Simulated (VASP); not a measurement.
# Zn (P6_3/mmc) in VASP: notebook

The runs below take Zn through single point, with r2SCAN.

All numbers are computed with VASP 6.6.1; they aren't measurements. Logs are shortened: lines on timing, memory, paths and dates and some standing lists are left out, and cuts for length are marked.

### 1 The cell of the first run

It takes space group P6_3/mmc (No. 194, hexagonal). The conventional cell has a = 2.705 Å, b = 2.705 Å, c = 5.031 Å, α = 90.00°, β = 90.00°, γ = 120.00°. Zn (site symmetry -6m2) has 12 Zn at 2.71 to 2.96 Å within 3.6 Å.

### 2 Single point, r2SCAN

POSCAR reads:

```
Zn
1.0
    2.7051356082      0.0000000000      0.0000000000
   -1.3525678041      2.3427161574      0.0000000000
    0.0000000000      0.0000000000      5.0313495994
Zn
2
Direct
    0.6666666667      0.3333333333      0.7500000000
    0.3333333333      0.6666666667      0.2500000000
```

INCAR.step1 reads:

```
  ALGO = Normal
  EDIFF = 1E-4
  ENCUT = 520
  GGA = PE
  ISMEAR = -1
  LASPH = T
  LCHARG = F
  LREAL = F
  LWAVE = T
  NBANDS = 19
  NELM = 60
  PREC = Accurate
  SIGMA = 0.05
```

INCAR.step2 reads:

```
  ALGO = Normal
  EDIFF = 1E-7
  ENCUT = 520
  ISIF = 2
  ISMEAR = -1
  ISTART = 1
  LASPH = T
  LCHARG = F
  LMIXTAU = T
  LREAL = F
  LWAVE = F
  METAGGA = R2SCAN
  NBANDS = 19
  NELM = 60
  PREC = Accurate
  SIGMA = 0.05
```

KPOINTS reads:

```
k-points
0
Gamma
  11 11 6
```

Potentials or basis: VASP PAW PBE potentials, release 64 (Zn).

Command:

```bash
$ cat potpaw_PBE.64/Zn/POTCAR > POTCAR
$ cp INCAR.step1 INCAR
$ mpirun -np 1 vasp_std > vasp.out
$ cp INCAR.step2 INCAR
$ mpirun -np 1 vasp_std > vasp.out
```

OUTCAR:

```text
EDIFF = 1E-7
   ENCUT = 520
   ISIF = 2
   ISMEAR = -1
   ISTART = 1
   LASPH = T
   LREAL = F
   METAGGA = R2SCAN
   NELM = 60
   PREC = Accurate

 ion  position               nearest neighbor table
   1  0.667  0.333  0.750-   2 2.96   2 2.96   2 2.96   2 2.96   2 2.96   2 2.96
   2  0.333  0.667  0.250-   1 2.96   1 2.96   1 2.96   1 2.96   1 2.96   1 2.96

  LATTYP: Found a hexagonal cell.
 ALAT       =     2.7051356082
 C/A-ratio  =     1.8599250936

  Lattice vectors:

 A1 = (   2.7051356082,   0.0000000000,   0.0000000000)
 A2 = (  -1.3525678041,   2.3427161574,   0.0000000000)
 A3 = (   0.0000000000,   0.0000000000,   5.0313495994)

Analysis of symmetry for initial positions (statically):
=====================================================================
 Subroutine PRICEL returns:
 Original cell was already a primitive cell.

 Routine SETGRP: Setting up the symmetry group for a
 hexagonal supercell.

 Subroutine GETGRP returns: Found 24 space group operations
 (whereof 12 operations were pure point group operations)
 out of a pool of 24 trial point group operations.

The static configuration has the point symmetry D_3d.
 The point group associated with its full space group is D_6h.

Analysis of symmetry for dynamics (positions and initial velocities):
=====================================================================
 Subroutine PRICEL returns:
 Original cell was already a primitive cell.

 Routine SETGRP: Setting up the symmetry group for a
 hexagonal supercell.

 Subroutine GETGRP returns: Found 24 space group operations
 (whereof 12 operations were pure point group operations)
 out of a pool of 24 trial point group operations.

The dynamic configuration has the point symmetry D_3d.
 The point group associated with its full space group is D_6h.

 Subroutine INISYM returns: Found 24 space group operations
 (whereof 12 operations are pure point group operations),
 and found     1 'primitive' translations

----------------------------------------------------------------------------------------

                                     Primitive cell

  volume of cell :      31.8855

  direct lattice vectors                    reciprocal lattice vectors
     2.705135608  0.000000000  0.000000000     0.369667235  0.213427478  0.000000000
    -1.352567804  2.342716157  0.000000000     0.000000000  0.426854955  0.000000000
     0.000000000  0.000000000  5.031349599     0.000000000  0.000000000  0.198753829

  length of vectors
     2.705135608  2.705135608  5.031349599     0.426854955  0.426854955  0.198753829

  position of ions in fractional coordinates (direct lattice)
     0.666666667  0.333333333  0.750000000
     0.333333333  0.666666667  0.250000000

  ion indices of the primitive-cell ions
   primitive index   ion index
                 1           1
                 2           2

----------------------------------------------------------------------------------------

 KPOINTS: k-points

Automatic generation of k-mesh.
 Grid dimensions read from file:
 generate k-points for:   11   11    6

 Generating k-lattice:

  Cartesian coordinates                     Fractional coordinates (reciprocal lattice)
     0.033606112  0.019402498  0.000000000     0.090909091  0.000000000  0.000000000
     0.000000000  0.038804996  0.000000000     0.000000000  0.090909091  0.000000000
     0.000000000  0.000000000  0.033125638     0.000000000  0.000000000  0.166666667

  Length of vectors
     0.038804996  0.038804996  0.033125638

  Shift w.r.t. Gamma in fractional coordinates (k-lattice)
     0.000000000  0.000000000  0.000000000

 Subroutine IBZKPT returns following result:
 ===========================================

 Found     64 irreducible k-points:

 Following reciprocal coordinates:
            Coordinates               Weight
  0.000000  0.000000  0.000000      1.000000
  0.090909  0.000000  0.000000      6.000000
  0.181818  0.000000  0.000000      6.000000
  0.272727  0.000000  0.000000      6.000000
  0.363636  0.000000  0.000000      6.000000
  0.454545  0.000000  0.000000      6.000000
[... 16 lines left out ...]
  0.090909  0.090909  0.166667     12.000000
  0.181818  0.090909  0.166667     24.000000
 [... further k-points ...]
   k-points           NKPTS =     64   k-points in BZ     NKDIM =     64   number of bands    NBANDS=     19
   number of dos      NEDOS =    301   number of ions     NIONS =      2
   total plane-waves  NPLWV =  16000
   dimension x,y,z NGX =    20 NGY =   20 NGZ =   40
   dimension x,y,z NGXF=    40 NGYF=   40 NGZF=   80
   ions per type =               2
   NGX,Y,Z   is equivalent  to a cutoff of  12.29, 12.29, 13.22 a.u.
   NGXF,Y,Z  is equivalent  to a cutoff of  24.58, 24.58, 26.43 a.u.
 SYSTEM =  unknown system
   PREC   = accura    normal or accurate (medium, high low for compatibility)
   ISTART =      1    job   : 0-new  1-cont  2-samecut
   ICHARG =      0    charge: 1-file 2-atom 10-const
   ISPIN  =      1    spin polarized calculation?
   LNONCOLLINEAR =      F non collinear calculations
   LSORBIT =      F    spin-orbit coupling
   LASPH  =      T    aspherical Exc in radial PAW
   ENCUT  =  520.0 eV  38.22 Ry    6.18 a.u.   5.03  5.03  9.35*2*pi/ulx,y,z
   NELM   =     60;   NELMIN=  2; NELMDL=  0     # of ELM steps
   EDIFF  = 0.1E-06   stopping-criterion for ELM
   LREAL  =      F    real-space projection
   EDIFFG = 0.1E-05   stopping-criterion for IOM
   NSW    =      0    number of steps for IOM
   IBRION =     -1    ionic relax: 0-MD 1-quasi-New 2-CG
   NFREE  =      0    steps in history (QN), initial steepest desc. (CG)
   ISIF   =      2    stress and relaxation
   ISYM   =      2    0-nonsym 1-usesym 2-fastsym
   POTIM  = 0.5000    time-step for ionic-motion
   TEBEG  =    0.0;   TEEND  =   0.0 temperature during run
   PSTRESS=    0.0 pullay stress
   NELECT =      24.0000    total number of electrons
   NUPDOWN=      -1.0000    fix difference up-down
   EMIN   =  10.00;   EMAX   =-10.00  energy-range for DOS
   EFERMI =   0.00;   METHOD = LEGACY
   ISMEAR =    -1;   SIGMA  =   0.05  broadening in eV -4-tet -1-fermi 0-gaus
   EFERMI_NEDOS =   21; number of points for ismear=-14 and -15
   IALGO  =     38    algorithm
   IMIX   =      4    mixing-type and parameters
     AMIX     =   0.40;   BMIX     =  1.00
     AMIX_MAG =   1.60;   BMIX_MAG =  1.00
  volume/ion in A,a.u.               =      15.94       107.59
  Fermi-wavevector in a.u.,A,eV,Ry     =   1.489181  2.814144 30.173100  2.217660
  Thomas-Fermi vector in A             =   2.602122
   LORBIT       =      0    0 simple, 1 ext, 2 COOP (PROOUT), +10 PAW based schemes
   METAGGA = R2SCAN    functional components
   LHFCALC =     F    Hartree Fock is set to
   AEXX    =    0.0000 exact exchange contribution
   IVDW    =     0    specifies the selected vdW correction
   LEPSILON=     F    determine dielectric tensor
   LRPA    =     F    only Hartree local field effects (RPA)
 non-spin polarized calculation
  energy-cutoff  :      520.00
  volume of cell :       31.89
 maximum number of plane-waves:       876
 NGX is ok and might be reduce to    20
   NGX =  9   NGY =  9   NGZ = 19

 number of electron      23.9999992 magnetization

 Free energy of the ion-electron system (eV)
  ---------------------------------------------------
  ext. energy  EPLUGINS =         0.00000000
  ---------------------------------------------------
  free energy    TOTEN  =       -17.71454903 eV

  energy without entropy =      -17.71028621  energy(sigma->0) =      -17.71241762

 E-fermi :   2.5395     XC(G=0): -12.3426

 val. band max:        2.5308274814   @ k =   0.3636   0.2727   0.3333
 cond. band min:       2.6074179806   @ k =   0.1818   0.0000   0.1667
 fundamental gap:      0.0765904992
 Fermi energy:         2.5394887719

 k-point     1 :       0.0000    0.0000    0.0000
  band No.  band energies     occupation
      1      -7.8247      2.00000
      2      -6.1062      2.00000
      3      -5.4401      2.00000
      4      -5.2138      2.00000
      5      -5.2137      2.00000
      6      -5.1679      2.00000
[... 11 lines left out ...]
     18      22.0973      0.00000
     19      22.0974      0.00000

 k-point     2 :       0.0909    0.0000    0.0000
  band No.  band energies     occupation
      1      -7.5763      2.00000
      2      -6.0075      2.00000
      3      -5.4187      2.00000
      4      -5.2348      2.00000
      5      -5.1905      2.00000
      6      -5.1601      2.00000
[... 11 lines left out ...]
     18      20.9090      0.00000
     19      22.6848      0.00000

 k-point     3 :       0.1818    0.0000    0.0000
  band No.  band energies     occupation
      1      -6.8655      2.00000
      2      -5.7949      2.00000
      3      -5.3875      2.00000
      4      -5.2730      2.00000
      5      -5.1648      2.00000
      6      -5.1290      2.00000
[... 11 lines left out ...]
     18      19.0125      0.00000
     19      19.7342      0.00000

 k-point     4 :       0.2727    0.0000    0.0000
  band No.  band energies     occupation
      1      -6.0173      2.00000
      2      -5.7271      2.00000
      3      -5.3848      2.00000
      4      -5.2904      2.00000
      5      -5.1755      2.00000
      6      -5.0638      2.00000
[... 11 lines left out ...]
     18      18.0755      0.00000
     19      19.3260      0.00000

 k-point     5 :       0.3636    0.0000    0.0000
  band No.  band energies     occupation
      1      -5.8558      2.00000
      2      -5.7785      2.00000
      3      -5.5706      2.00000
      4      -5.1671      2.00000
      5      -5.1627      2.00000
      6      -5.0510      2.00000
[... 11 lines left out ...]
     18      17.4427      0.00000
     19      19.1230      0.00000
[... 334 lines left out ...]
      2      -5.7929      2.00000
      3      -5.5524      2.00000
      4      -5.3190      2.00000
      5      -5.0822      2.00000
      6      -5.0289      2.00000
[... 11 lines left out ...]
     18      17.4151      0.00000
     19      18.2804      0.00000

 k-point    22 :       0.4545    0.0000    0.1667
  band No.  band energies     occupation
      1      -5.8954      2.00000
      2      -5.8585      2.00000
      3      -5.6298      2.00000
      4      -5.3455      2.00000
      5      -5.0560      2.00000
      6      -5.0201      2.00000
[... 11 lines left out ...]
     18      17.2078      0.00000
     19      17.6776      0.00000

 k-point    23 :       0.0909    0.0909    0.1667
  band No.  band energies     occupation
      1      -6.9349      2.00000
      2      -5.8376      2.00000
      3      -5.3946      2.00000
      4      -5.2771      2.00000
      5      -5.2526      2.00000
      6      -5.0575      2.00000
[... 11 lines left out ...]
     18      19.2768      0.00000
     19      22.2029      0.00000

 k-point    24 :       0.1818    0.0909    0.1667
  band No.  band energies     occupation
      1      -6.1263      2.00000
      2      -5.6471      2.00000
      3      -5.3877      2.00000
      4      -5.3316      2.00000
      5      -5.2894      2.00000
      6      -5.1746      2.00000
[... 11 lines left out ...]
     18      17.4895      0.00000
     19      19.6765      0.00000

 [... further k-points ...]
[... 5 lines left out ...]
  --------------------------------------------------------------------------------------
  -------------------------------------------------------------------------------------
  Total       -1.4375363     -1.4375363     -1.1375672     -0.0000000     -0.0000000      0.0000000
  in kB      -72.2330895    -72.2330895    -57.1602907     -0.0000000     -0.0000000      0.0000000
  external PRESSURE =     -67.2088233 kB  Pullay stress =       0.0000000 kB

 VOLUME and BASIS-vectors are now :
 -----------------------------------------------------------------------------
  energy-cutoff  :      520.00
  volume of cell :       31.89
      direct lattice vectors                 reciprocal lattice vectors
     2.705135608  0.000000000  0.000000000     0.369667235  0.213427478  0.000000000
    -1.352567804  2.342716157  0.000000000     0.000000000  0.426854955  0.000000000
     0.000000000  0.000000000  5.031349599     0.000000000  0.000000000  0.198753829

 POSITION                                       TOTAL-FORCE (eV/Angst)
 -----------------------------------------------------------------------------------
      1.35257      0.78091      3.77351         0.000000      0.000000      0.000000
     -0.00000      1.56181      1.25784        -0.000000     -0.000000      0.000000
 -----------------------------------------------------------------------------------
    total drift:                               -0.000000      0.000000      0.000000

  FREE ENERGIE OF THE ION-ELECTRON SYSTEM (eV)
  ---------------------------------------------------
  free  energy   TOTEN  =       -17.7145490332 eV

  energy  without entropy=      -17.7102862053  energy(sigma->0) =      -17.71241762
```

Run time: 1.7 min. Hardware: 1 thread of Intel Xeon Platinum 8488C (Sapphire Rapids), shared host; peak memory 0.16 GiB.

What came out:

```
Free energy            : -17.7145 eV
Pressure               : -6.7 GPa
Band gap on the k mesh : zero (band 12 reaches 4.36 eV, above the bottom of band 13 at -0.53 eV)
```

Caveat: the PAW data sets were made with another functional, which shifts forces and pressure a little.

### 3 Single point, r2SCAN

This run uses another cell than the first one, of 16.25 Å³/atom, 1.019 times its volume.

POSCAR reads:

```
Zn
1.0
    2.7223662359      0.0000000000      0.0000000000
   -1.3611831179      2.3576383187      0.0000000000
    0.0000000000      0.0000000000      5.0633972761
Zn
2
Direct
    0.6666666667      0.3333333333      0.7500000000
    0.3333333333      0.6666666667      0.2500000000
```

INCAR.step1 reads:

```
ALGO     = Normal         # electronic algorithm
EDIFF    = 1E-4           # SCF threshold, eV
ENCUT    = 520            # plane-wave cutoff, eV
GGA      = PE             # functional
ISMEAR   = -1             # smearing method
LASPH    = T              # aspherical terms in the spheres
LCHARG   = F              # write CHGCAR
LREAL    = F              # projectors in reciprocal space
LWAVE    = T              # write WAVECAR
NBANDS   = 19             # bands
NELM     = 100            # most SCF steps
PREC     = Accurate       # precision mode
SIGMA    = 0.05           # smearing width, eV
```

INCAR.step2 reads:

```
ALGO     = Normal         # electronic algorithm
EDIFF    = 1E-6           # SCF threshold, eV
ENCUT    = 520            # plane-wave cutoff, eV
ISIF     = 2              # what is computed and relaxed
ISMEAR   = -1             # smearing method
ISTART   = 1            
LASPH    = T              # aspherical terms in the spheres
LCHARG   = F              # write CHGCAR
LMIXTAU  = T            
LREAL    = F              # projectors in reciprocal space
LWAVE    = F              # write WAVECAR
METAGGA  = R2SCAN         # meta-GGA
NBANDS   = 19             # bands
NELM     = 100            # most SCF steps
PREC     = Accurate       # precision mode
SIGMA    = 0.05           # smearing width, eV
```

KPOINTS is that of step 2.

Potentials or basis: VASP PAW PBE potentials, release 64 (Zn).

Command:

```bash
$ cat potpaw_PBE.64/Zn/POTCAR > POTCAR
$ cp INCAR.step1 INCAR
$ mpirun -np 1 vasp_std > vasp.out
$ cp INCAR.step2 INCAR
$ mpirun -np 1 vasp_std > vasp.out
```

OUTCAR:

```text
EDIFF = 1E-6
   ENCUT = 520
   ISIF = 2
   ISMEAR = -1
   ISTART = 1
   LASPH = T
   LREAL = F
   METAGGA = R2SCAN
   NELM = 100
   PREC = Accurate

 ion  position               nearest neighbor table
   1  0.667  0.333  0.750-   2 2.98   2 2.98   2 2.98   2 2.98   2 2.98   2 2.98
   2  0.333  0.667  0.250-   1 2.98   1 2.98   1 2.98   1 2.98   1 2.98   1 2.98

  LATTYP: Found a hexagonal cell.
 ALAT       =     2.7223662359
 C/A-ratio  =     1.8599250936

  Lattice vectors:

 A1 = (   2.7223662359,   0.0000000000,   0.0000000000)
[... 190 lines left out ...]
      4      -5.2967      2.00000
      5      -5.2966      2.00000
      6      -5.2526      2.00000
[... 505 lines left out ...]
      6      -5.2570      2.00000
[... 11 lines left out ...]
     18      17.1697      0.00000
     19      19.3647      0.00000

 [... further k-points ...]
[... 5 lines left out ...]
  --------------------------------------------------------------------------------------
  -------------------------------------------------------------------------------------
  Total       -1.6944657     -1.6944657     -1.2988115     -0.0000000      0.0000000      0.0000000
  in kB      -83.5367607    -83.5367607    -64.0311012     -0.0000000      0.0000000      0.0000000
  external PRESSURE =     -77.0348742 kB  Pullay stress =       0.0000000 kB

 VOLUME and BASIS-vectors are now :
 -----------------------------------------------------------------------------
  energy-cutoff  :      520.00
  volume of cell :       32.50
      direct lattice vectors                 reciprocal lattice vectors
     2.722366236  0.000000000  0.000000000     0.367327506  0.212076634  0.000000000
    -1.361183118  2.357638319  0.000000000     0.000000000  0.424153269  0.000000000
     0.000000000  0.000000000  5.063397276     0.000000000  0.000000000  0.197495860

 POSITION                                       TOTAL-FORCE (eV/Angst)
 -----------------------------------------------------------------------------------
      1.36118      0.78588      3.79755         0.000000     -0.000000      0.000000
     -0.00000      1.57176      1.26585        -0.000000      0.000000      0.000000
 -----------------------------------------------------------------------------------
    total drift:                               -0.000000      0.000000      0.000000

  FREE ENERGIE OF THE ION-ELECTRON SYSTEM (eV)
  ---------------------------------------------------
  free  energy   TOTEN  =       -17.6864626779 eV

  energy  without entropy=      -17.6821982910  energy(sigma->0) =      -17.68433048
```

OSZICAR.step1:

```text
N       E                     dE             d eps       ncg     rms          rms(c)
DAV:   1     0.114736023038E+03    0.11474E+03   -0.12360E+04  2496   0.195E+03
DAV:   2     0.290497953956E+01   -0.11183E+03   -0.10838E+03  2444   0.297E+02
DAV:   3    -0.232003752418E+01   -0.52250E+01   -0.52050E+01  2751   0.705E+01
DAV:   4    -0.235269312836E+01   -0.32656E-01   -0.32646E-01  2677   0.576E+00
DAV:   5    -0.235273738332E+01   -0.44255E-04   -0.44255E-04  2677   0.193E-01    0.342E+00
DAV:   6    -0.218673982739E+01    0.16600E+00   -0.68805E-01  2681   0.169E+01    0.268E+00
DAV:   7    -0.218010320798E+01    0.66366E-02   -0.22613E-02  2991   0.244E+00    0.140E+00
DAV:   8    -0.217665332662E+01    0.34499E-02   -0.18522E-03  3166   0.618E-01    0.465E-02
DAV:   9    -0.217667495436E+01   -0.21628E-04   -0.20400E-04  2136   0.175E-01
   1 F= -.21766750E+01 E0= -.21743149E+01  d E =-.472019E-02
```

Run time: 88 s. Hardware: 1 thread of Intel Xeon Platinum 8488C (Sapphire Rapids), shared host; peak memory 0.16 GiB.

What came out:

* Free energy: -17.6865 eV
* Pressure: -7.7 GPa
* Band gap on the k mesh: zero (band 12 reaches 4.22 eV, above the bottom of band 13 at -0.68 eV)

Caveat: the PAW data sets were made with another functional, which shifts forces and pressure a little.
